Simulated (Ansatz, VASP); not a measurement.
# One calculation of WSe2, two programs

Contents of POSCAR:

```
WSe2
1.0
    1.6510739566      0.9532479933      6.5796479446
   -1.6510739566      0.9532479933      6.5796479446
    0.0000000000     -1.9064959866      6.5796479446
W Se
1 2
Direct
   -0.0000183143     -0.0000183143     -0.0000183143
    0.4176504316      0.4176504316      0.4176504316
    0.2490345494      0.2490345494      0.2490345494
```

INCAR.step1

```
ALGO = Normal
EDIFF = 1E-5
ENCUT = 550
GGA = PE
GGA_COMPAT = False
ISMEAR = -1
LASPH = True
LCHARG = False
LREAL = False
LWAVE = True
NBANDS = 20
NELM = 120
PREC = Accurate
SIGMA = 0.2
```

Contents of INCAR.step2:

```
ALGO = Normal
EDIFF = 1E-6
ENCUT = 550
GGA_COMPAT = False
ISIF = 2
ISMEAR = -1
ISTART = 1
LASPH = True
LCHARG = False
LMIXTAU = True
LREAL = False
LWAVE = False
METAGGA = R2SCAN
NBANDS = 20
NELM = 120
PREC = Accurate
SIGMA = 0.2
```

The input KPOINTS:

```
k-points
0
Gamma
  6 6 6
```

Input for Ansatz:

```yaml
crystal:
  lattice:
    - [1.6510739566, 0.9532479933, 6.5796479446]
    - [-1.6510739566, 0.9532479933, 6.5796479446]
    - [0.0, -1.9064959866, 6.5796479446]
  atoms:
    - { symbol: W, position: [-1.83143e-05, -1.83143e-05, -1.83143e-05] }
    - { symbol: Se, position: [0.4176504316, 0.4176504316, 0.4176504316] }
    - { symbol: Se, position: [0.2490345494, 0.2490345494, 0.2490345494] }
kpoints:
  mp_grid: { grid: [6, 6, 6] }
hamiltonian:
  xc: r2scan
scf:
  occupations: { method: fermi_dirac, width: 0.2 }
  n_extra_bands: 4
output:
  forces: true
  stress: true
  eigenvalues: true
```

Alike in both runs: task single point; functional r2SCAN; k mesh 6 × 6 × 6; occupations fermi-dirac, width 0.2 eV; no spin polarisation.

|  | VASP | Ansatz |
| --- | --- | --- |
| version | VASP 6.6.1 | Ansatz 0.2.0 |
| potentials or method | VASP PAW PBE potentials, release 64 (W_sv, Se) | plane waves |
| plane-wave cutoff (eV) | 550 | 500 |
| valence electrons in the cell | 26 | 46 |

```tsv
	VASP	Ansatz	Ansatz less VASP
pressure (GPa)	1.7	1.3	-0.33
traceless stress, the component that is largest in VASP (GPa)	-0.08	-0.12	-0.037
rms of the force components (eV/Å)	0.006	0.015	+0.0089
```

VASP's potentials were made for PBE, not for r2SCAN. Atom by atom the forces differ by 0.021 eV/Å (rms over components). VASP's potentials hold 26 valence electrons a cell and Ansatz's 46, so a difference there can come from the potentials and not from the codes.

Neither program's run includes spin-orbit coupling.
